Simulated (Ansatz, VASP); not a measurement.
# HgTe in VASP and in Ansatz

Contents of INCAR:

```
SYSTEM = HgTe
PREC = Accurate
ENCUT = 520
EDIFF = 1E-7
ISMEAR = 0
SIGMA = 0.1
LREAL = .FALSE.
LASPH = .TRUE.
NELM = 60
ALGO = Normal
ISIF = 2
LWAVE = .FALSE.
LCHARG = .TRUE.
GGA = PE
LELF = .TRUE.
LVHAR = .TRUE.
NBANDS = 16
```

Contents of KPOINTS:

```
Automatic mesh
0
G
  12 12 12
  0 0 0
```

Contents of POSCAR:

```
HgTe
1.0
    0.0000000000      3.2145000000      3.2145000000
    3.2145000000      0.0000000000      3.2145000000
    3.2145000000      3.2145000000      0.0000000000
Hg Te
1 1
Direct
    0.0000000000      0.0000000000      0.0000000000
    0.2500000000      0.2500000000      0.2500000000
```

Input for Ansatz:

```yaml
crystal:
  lattice:
    - [0.0, 3.2145, 3.2145]
    - [3.2145, 0.0, 3.2145]
    - [3.2145, 3.2145, 0.0]
  atoms:
    - { symbol: Hg, position: [0.0, 0.0, 0.0] }
    - { symbol: Te, position: [0.25, 0.25, 0.25] }
basis:
  ecutwfc: 420
kpoints:
  mp_grid: { grid: [12, 12, 12] }
hamiltonian:
  xc: pbe
scf:
  occupations: { method: gaussian, width: 0.1 }
output:
  forces: true
  stress: true
  eigenvalues: true
  populations: true
  write_density: true
  write_potential: true
  elf: true
  volumetric_format: npy
```

Alike in both runs: task single point; functional PBE; k mesh 12 × 12 × 12; occupations gaussian, width 0.1 eV; no spin polarisation.

|  | VASP | Ansatz |
| --- | --- | --- |
| version | VASP 6.6.1 | Ansatz 0.2.0 |
| potentials or method | VASP PAW PBE potentials, release 64 (Hg, Te), cutoff 520 eV | scalar-relativistic, plane waves, PAW |
| valence electrons in the cell | 18 | 36 |

```csv
,VASP,Ansatz,Ansatz less VASP
gap on the k mesh at the Fermi level (eV),none,none,-
pressure (GPa),4.6,4.5,-0.08
```

A gap of «none» marks a metal or a gap that the smearing closes. VASP's potentials hold 18 valence electrons a cell and Ansatz's 36, so a difference there can come from the potentials and not from the codes.

Spin-orbit coupling is off throughout.
